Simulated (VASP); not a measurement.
# BN (Fmm2) in VASP: a series of runs

Runs on BN. Level: PBE. Tasks: single point.

All numbers are computed with VASP 6.6.1; they aren't measurements. Logs are shortened: lines on timing, memory, paths and dates and some standing lists are left out, and cuts for length are marked.

## 1. The cell of the first run

The structure is orthorhombic, space group Fmm2 (No. 42). The conventional cell has a = 2.415 Å, b = 6.724 Å, c = 4.180 Å, α = 90.00°, β = 90.00°, γ = 90.00°. B (site symmetry mm2) has 3 N at 1.39 Å within 1.9 Å. Within 1.9 Å of N (site symmetry mm2) lie 3 B at 1.39 Å.

## 2. Single point, PBE (volume changed by -10%)

File INCAR:

```
SYSTEM = BN
  PREC = Accurate
  ENCUT = 600
  EDIFF = 1E-6
  ISMEAR = 0
  SIGMA = 0.01
  LREAL = .FALSE.
  LASPH = .TRUE.
  NELM = 120
  ALGO = Normal
  ISIF = 2
  LWAVE = .FALSE.
  LCHARG = .TRUE.
  GGA = PE
  LELF = .TRUE.
  LVHAR = .TRUE.
  NBANDS = 11
  GGA_COMPAT = .FALSE.
```

File KPOINTS:

```
Automatic mesh
0
G
  6 6 6
  0 0 0
```

File POSCAR:

```
BN
1.0
    0.0000000000      3.3622182360      2.0897629877
    1.2076704582      0.0000000000      2.0897629877
    1.2076704582      3.3622182360      0.0000000000
B N
1 1
Direct
    0.0000762756      0.0000762756      0.9999237244
    0.6666237144      0.6666237144      0.3333762856
```

Potentials or basis: VASP PAW PBE potentials, release 64 (B, N).

Run with:

```console
$ cat potpaw_PBE.64/B/POTCAR potpaw_PBE.64/N/POTCAR > POTCAR
$ mpirun -np 1 vasp_std > vasp.out
```

OUTCAR:

```text
SYSTEM = BN
   PREC = Accurate
   ENCUT = 600
   EDIFF = 1E-6
   ISMEAR = 0
   LREAL = .FALSE.
   LASPH = .TRUE.
   NELM = 120
   ISIF = 2
   GGA = PE

 ion  position               nearest neighbor table
   1  0.000  0.000  1.000-   2 1.39   2 1.39   2 1.39
   2  0.667  0.667  0.333-   1 1.39   1 1.39   1 1.39

  LATTYP: Found a face centered orthorhombic cell.
 ALAT       =     2.4153409164
 B/A-ratio  =     1.7304083026
 C/A-ratio  =     2.7840527299

  Lattice vectors:

 A1 = (  -0.0000000000,   3.3622182360,   2.0897629877)
 A2 = (  -1.2076704582,   3.3622182360,   0.0000000000)
 A3 = (  -1.2076704582,   0.0000000000,   2.0897629877)

Analysis of symmetry for initial positions (statically):
=====================================================================
 Subroutine PRICEL returns:
 Original cell was already a primitive cell.

 Routine SETGRP: Setting up the symmetry group for a
 face centered orthorhombic supercell.

 Subroutine GETGRP returns: Found  4 space group operations
 (whereof  4 operations were pure point group operations)
 out of a pool of  8 trial point group operations.

The static configuration has the point symmetry C_2v.

Analysis of symmetry for dynamics (positions and initial velocities):
=====================================================================
 Subroutine PRICEL returns:
 Original cell was already a primitive cell.

 Routine SETGRP: Setting up the symmetry group for a
 face centered orthorhombic supercell.

 Subroutine GETGRP returns: Found  4 space group operations
 (whereof  4 operations were pure point group operations)
 out of a pool of  8 trial point group operations.

The dynamic configuration has the point symmetry C_2v.

 Subroutine INISYM returns: Found  4 space group operations
 (whereof  4 operations are pure point group operations),
 and found     1 'primitive' translations

----------------------------------------------------------------------------------------

                                     Primitive cell

  volume of cell :      16.9708

  direct lattice vectors                    reciprocal lattice vectors
     0.000000000  3.362218236  2.089762988    -0.414020229  0.148711346  0.239261583
     1.207670458  0.000000000  2.089762988     0.414020229 -0.148711346  0.239261583
     1.207670458  3.362218236  0.000000000     0.414020229  0.148711346 -0.239261583

  length of vectors
[... 89 lines left out ...]
   ISYM   =      2    0-nonsym 1-usesym 2-fastsym
   POTIM  = 0.5000    time-step for ionic-motion
   TEBEG  =    0.0;   TEEND  =   0.0 temperature during run
   PSTRESS=    0.0 pullay stress
   NELECT =       8.0000    total number of electrons
   NUPDOWN=      -1.0000    fix difference up-down
   EMIN   =  10.00;   EMAX   =-10.00  energy-range for DOS
   EFERMI =   0.00;   METHOD = LEGACY
   ISMEAR =     0;   SIGMA  =   0.01  broadening in eV -4-tet -1-fermi 0-gaus
   EFERMI_NEDOS =   21; number of points for ismear=-14 and -15
   IALGO  =     38    algorithm
   IMIX   =      4    mixing-type and parameters
     AMIX     =   0.40;   BMIX     =  1.00
     AMIX_MAG =   1.60;   BMIX_MAG =  1.00
  volume/ion in A,a.u.               =       8.49        57.26
  Fermi-wavevector in a.u.,A,eV,Ry     =   1.274103  2.407705 22.086843  1.623337
  Thomas-Fermi vector in A             =   2.406889
   LORBIT       =      0    0 simple, 1 ext, 2 COOP (PROOUT), +10 PAW based schemes
   GGA     = PE    functional components
   LHFCALC =     F    Hartree Fock is set to
   AEXX    =    0.0000 exact exchange contribution
   IVDW    =     0    specifies the selected vdW correction
   LEPSILON=     F    determine dielectric tensor
   LRPA    =     F    only Hartree local field effects (RPA)
 non-spin polarized calculation
 Gauss-broadening in eV      SIGMA  =   0.01
  energy-cutoff  :      600.00
  volume of cell :       16.97
 maximum number of plane-waves:       588
   NGX = 15   NGY =  9   NGZ = 15

 number of electron       8.0000000 magnetization

 Free energy of the ion-electron system (eV)
  ---------------------------------------------------
  ext. energy  EPLUGINS =         0.00000000
  ---------------------------------------------------
  free energy    TOTEN  =       -17.37690468 eV

  energy without entropy =      -17.37690468  energy(sigma->0) =      -17.37690468

 E-fermi :   2.8486     XC(G=0): -10.2142

 val. band max:        2.7712159151   @ k =   0.5000  -0.3333   0.1667
 cond. band min:       6.6580574741   @ k =   0.0000   0.5000   0.5000
 fundamental gap:      3.8868415590
 Fermi energy:         2.8486058248

 k-point     1 :       0.0000    0.0000    0.0000
  band No.  band energies     occupation
      1     -15.7992      2.00000
      2      -2.1555      2.00000
      3       1.4805      2.00000
      4       1.4836      2.00000
      5       7.7633      0.00000
      6      15.1824      0.00000
      7      15.2598      0.00000
      8      17.1071      0.00000
      9      19.3109      0.00000
     10      30.2514      0.00000
     11      31.4602      0.00000
[... 309 lines left out ...]
 k-point    24 :       0.5000    0.3333    0.1667
  band No.  band energies     occupation
      1     -13.5925      2.00000
      2      -4.4766      2.00000
      3      -1.0191      2.00000
      4       0.1271      2.00000
      5      10.4927      0.00000
      6      12.5851      0.00000
      7      15.1624      0.00000
      8      20.5393      0.00000
      9      23.0762      0.00000
     10      24.9410      0.00000
     11      27.1549      0.00000

 [... further k-points ...]

------------------------ aborting loop because EDIFF is reached ----------------------------------------

  FORCE on cell =-STRESS in cart. coord.  units (eV):
  Direction    XX          YY          ZZ          XY          YZ          ZX
  --------------------------------------------------------------------------------------
  -------------------------------------------------------------------------------------
  Total        5.2460896      0.2802947      5.2441033      0.0000000      0.0000000      0.0000000
  in kB      495.2732975     26.4620888    495.0857776      0.0000000      0.0000000      0.0000000
  external PRESSURE =     338.9403880 kB  Pullay stress =       0.0000000 kB

 VOLUME and BASIS-vectors are now :
 -----------------------------------------------------------------------------
  energy-cutoff  :      600.00
  volume of cell :       16.97
      direct lattice vectors                 reciprocal lattice vectors
     0.000000000  3.362218236  2.089762988    -0.414020229  0.148711346  0.239261583
     1.207670458  0.000000000  2.089762988     0.414020229 -0.148711346  0.239261583
     1.207670458  3.362218236  0.000000000     0.414020229  0.148711346 -0.239261583

 POSITION                                       TOTAL-FORCE (eV/Angst)
 -----------------------------------------------------------------------------------
      1.20767      3.36222      0.00032         0.000000      0.000000      0.004587
      1.20767      3.36222      2.78617         0.000000      0.000000     -0.004587
 -----------------------------------------------------------------------------------
    total drift:                               -0.000005     -0.000008      0.000009

  FREE ENERGIE OF THE ION-ELECTRON SYSTEM (eV)
  ---------------------------------------------------
  free  energy   TOTEN  =       -17.3769046807 eV

  energy  without entropy=      -17.3769046807  energy(sigma->0) =      -17.37690468
```

OSZICAR:

```text
N       E                     dE             d eps       ncg     rms          rms(c)
DAV:   1     0.197946966846E+02    0.19795E+02   -0.51824E+03  1012   0.784E+02
DAV:   2    -0.186708256412E+02   -0.38466E+02   -0.36751E+02  1188   0.190E+02
DAV:   3    -0.195925587420E+02   -0.92173E+00   -0.92050E+00  1258   0.269E+01
DAV:   4    -0.195952524786E+02   -0.26937E-02   -0.26936E-02  1135   0.154E+00
DAV:   5    -0.195952636932E+02   -0.11215E-04   -0.11215E-04  1251   0.903E-02    0.872E+00
DAV:   6    -0.176538676710E+02    0.19414E+01   -0.53532E+00  1171   0.142E+01    0.403E+00
DAV:   7    -0.174210560666E+02    0.23281E+00   -0.38882E-01  1169   0.442E+00    0.239E+00
DAV:   8    -0.173757823293E+02    0.45274E-01   -0.13643E-01  1190   0.232E+00    0.314E-01
DAV:   9    -0.173764081852E+02   -0.62586E-03   -0.29248E-03  1123   0.475E-01    0.159E-01
DAV:  10    -0.173768752718E+02   -0.46709E-03   -0.57008E-04  1142   0.181E-01    0.276E-02
DAV:  11    -0.173769053373E+02   -0.30065E-04   -0.55538E-05  1195   0.537E-02    0.221E-02
DAV:  12    -0.173769046807E+02    0.65661E-06   -0.96071E-06  1129   0.226E-02
   1 F= -.17376905E+02 E0= -.17376905E+02  d E =-.509618E-30
```

stdout:

```text
POSCAR found type information on POSCAR B N
 POSCAR found :  2 types and       2 ions
 scaLAPACK will be used
 LDA part: xc-table for (Slater+PW92), standard interpolation
 POSCAR, INCAR and KPOINTS ok, starting setup
 FFT: planning ... GRIDC
 FFT: planning ... GRID_SOFT
 FFT: planning ... GRID
 WAVECAR not read
 entering main loop
```

Wall time 14 s (1 thread of Intel Xeon Platinum 8259CL at 2.50GHz (Skylake/Cascade Lake), shared host); peak memory 0.15 GiB.

Results:

| Quantity | Value |
| --- | --- |
| Free energy | -17.3769 eV |
| Pressure | 33.9 GPa |
| Largest force | 0.005 eV/Å |
| Band gap on the k mesh | 3.89 eV, indirect (least direct gap 4.81 eV) |

Forces on the atoms (eV/Å):
```
B    0.000  0.000  0.005
N    0.000  0.000 -0.005
```

Levels at points of the mesh, in eV from the valence-band top:
| k point | band 2 | band 3 | band 4 | band 5 | band 6 | band 7 |
| --- | --- | --- | --- | --- | --- | --- |
| (0.00, 0.00, 0.00) | -4.93 | -1.29 | -1.29 | 4.99 | 12.41 | 12.49 |
| (0.50, 0.00, 0.00) | -9.44 | -4.39 | -1.14 | 4.80 | 10.95 | 14.08 |
| (0.50, 0.50, 0.00) | -9.55 | -4.39 | -0.55 | 6.17 | 10.38 | 12.82 |
| (0.50, 0.00, 0.50) | -6.84 | -1.32 | -1.28 | 10.28 | 12.36 | 12.45 |
| (0.00, 0.50, 0.50) | -9.32 | -4.44 | -1.67 | 3.89 | 11.05 | 15.39 |

Caveat: the k points lie up to 0.52 Å⁻¹ apart.

## 3. Single point, PBE (volume changed by -5%)

File INCAR:

```
SYSTEM = BN
PREC     = Accurate       ! precision mode
ENCUT    = 600            ! plane-wave cutoff, eV
EDIFF    = 1E-6           ! SCF threshold, eV
ISMEAR   = 0              ! smearing method
SIGMA    = 0.01           ! smearing width, eV
LREAL    = .False.        ! projectors in reciprocal space
LASPH    = .True.         ! aspherical terms in the spheres
NELM     = 120            ! most SCF steps
ALGO     = Normal         ! electronic algorithm
ISIF     = 2              ! what is computed and relaxed
LWAVE    = .False.        ! write WAVECAR
LCHARG   = .False.        ! write CHGCAR
GGA      = PE             ! functional
NBANDS   = 11             ! bands
GGA_COMPAT= .False.
```

File KPOINTS:

```
Automatic mesh
0
Gamma
  6 6 6
  0 0 0
```

File POSCAR:

```
BN
1.0
    0.0000000000      3.4233628332      2.1277669800
    1.2296329004      0.0000000000      2.1277669800
    1.2296329004      3.4233628332      0.0000000000
B N
1 1
Direct
    0.0000762756      0.0000762756      0.9999237244
    0.6666237144      0.6666237144      0.3333762856
```

Potentials or basis: VASP PAW PBE potentials, release 64 (B, N).

Run with:

```console
$ cat potpaw_PBE.64/B/POTCAR potpaw_PBE.64/N/POTCAR > POTCAR
$ mpirun -np 1 vasp_std > vasp.out
```

It took 13 s on 1 thread of Intel Xeon Platinum 8259CL at 2.50GHz (Skylake/Cascade Lake), shared host; peak memory 0.15 GiB.

Results (log left out):

```yaml
Free_energy: -17.5269 eV
Pressure: 17.0 GPa
Band_gap_on_the_k_mesh: 3.86 eV, indirect (least direct gap 4.68 eV)
```

Forces on the atoms (eV/Å):
```
B    0.000  0.000  0.003
N    0.000  0.000 -0.003
```

Stress tensor (GPa, compression positive):
```
24.52  0.00  0.00
 0.00  2.04  0.00
 0.00  0.00 24.55
```

Levels at points of the mesh, in eV from the valence-band top:
| k point | band 2 | band 3 | band 4 | band 5 | band 6 | band 7 |
| --- | --- | --- | --- | --- | --- | --- |
| (0.00, 0.00, 0.00) | -4.69 | -1.36 | -1.36 | 4.94 | 11.95 | 12.02 |
| (0.50, 0.00, 0.00) | -9.21 | -4.31 | -1.08 | 4.72 | 10.38 | 13.70 |
| (0.50, 0.50, 0.00) | -9.31 | -4.30 | -0.53 | 5.97 | 9.89 | 12.53 |
| (0.50, 0.00, 0.50) | -6.47 | -1.38 | -1.35 | 9.94 | 11.90 | 11.98 |
| (0.00, 0.50, 0.50) | -9.10 | -4.35 | -1.57 | 3.86 | 10.46 | 14.94 |

Caveat: the k points lie up to 0.52 Å⁻¹ apart. A k mesh can miss the band edges.
